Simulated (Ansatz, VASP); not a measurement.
# InSe: VASP beside Ansatz

```xyz
64
Lattice="3.1988 8.2200 -8.6473 -3.1988 8.2200 8.6473 10.1364 -8.2200 4.3237" Properties=species:S:1:pos:R:3 pbc="T T T"
In    8.7670    4.1100    4.3453
In    7.1676    4.1100    8.6689
In    1.2997    6.1650    8.6689
In   10.3665    0.0000    0.0216
In    8.7670    0.0000    4.3453
In    7.1676    0.0000    8.6689
In    8.7670    8.2200    4.3453
In    2.8991    2.0550    4.3453
In    4.4986   10.2750    0.0216
In    2.8991   10.2750    4.3453
In    8.7670   -4.1100    4.3453
In   10.3665    4.1100    0.0216
In    6.0980    6.1650   -4.3020
In    4.4986    6.1650    0.0216
In    2.8991    6.1650    4.3453
In    4.4986    2.0550    0.0216
In    1.3694   12.3300   -0.0216
In    2.9688    4.1100   -4.3453
In    7.2373   -2.0550   -0.0216
In    2.9688    8.2200   -4.3453
In    1.3694    8.2200   -0.0216
In   -0.2301    8.2200    4.3020
In    1.3694    0.0000   -0.0216
In    5.6378    2.0550    4.3020
In    4.0384    2.0550    8.6257
In    8.8367    2.0550   -4.3453
In    1.3694    4.1100   -0.0216
In   -0.2301    4.1100    4.3020
In    5.6378   -2.0550    4.3020
In    7.2373    6.1650   -0.0216
In    5.6378    6.1650    4.3020
In    7.2373    2.0550   -0.0216
Se    5.1194    4.1100    7.0994
Se    6.7188   -4.1100    2.7758
Se    4.0497    6.1650   -5.8715
Se    6.7188    0.0000    2.7758
Se    5.1194    0.0000    7.0994
Se    6.7188    8.2200    2.7758
Se    8.3182    0.0000   -1.5479
Se    2.4503   10.2750   -1.5479
Se    0.8509   10.2750    2.7758
Se    2.4503    2.0550   -1.5479
Se    8.3182    4.1100   -1.5479
Se    6.7188    4.1100    2.7758
Se    2.4503    6.1650   -1.5479
Se    0.8509    6.1650    2.7758
Se   -0.7485    6.1650    7.0994
Se    0.8509    2.0550    2.7758
Se    1.8182    4.1100    5.8715
Se    3.4176   12.3300    1.5479
Se    7.6861    6.1650    5.8715
Se    3.4176    0.0000    1.5479
Se    5.0170    8.2200   -2.7758
Se    3.4176    8.2200    1.5479
Se    1.8182    8.2200    5.8715
Se    9.2855    2.0550    1.5479
Se    7.6861    2.0550    5.8715
Se    6.0867    2.0550   10.1952
Se    5.0170    4.1100   -2.7758
Se    3.4176    4.1100    1.5479
Se    9.2855   -2.0550    1.5479
Se    7.6861   -2.0550    5.8715
Se    9.2855    6.1650    1.5479
Se   10.8849    2.0550   -2.7758
```

Alike in both runs: task single point; functional PBE; k mesh 1 × 1 × 1; occupations gaussian, width 0.05 eV; no spin polarisation.

```csv
,VASP,Ansatz
version,VASP 6.6.1,Ansatz 0.2.0
potentials or method,"VASP PAW PBE potentials, release 64 (In_d, Se), cutoff 520 eV","scalar-relativistic, plane waves, PAW"
valence electrons in the cell,608,928
```

Ansatz gave:

```
gap on the k mesh at the Fermi level (eV) : 1.44
rms of the force components (eV/Å)        : 0.271
```

Question: What did VASP give for the same quantities?

Answer: gap on the k mesh at the Fermi level (eV): 1.44; rms of the force components (eV/Å): 0.267.

Atom by atom the forces differ by 0.007 eV/Å (rms over components). VASP's potentials hold 608 valence electrons a cell and Ansatz's 928, so a difference there can come from the potentials and not from the codes.

The k mesh is coarse, so the values compare programs but aren't converged.
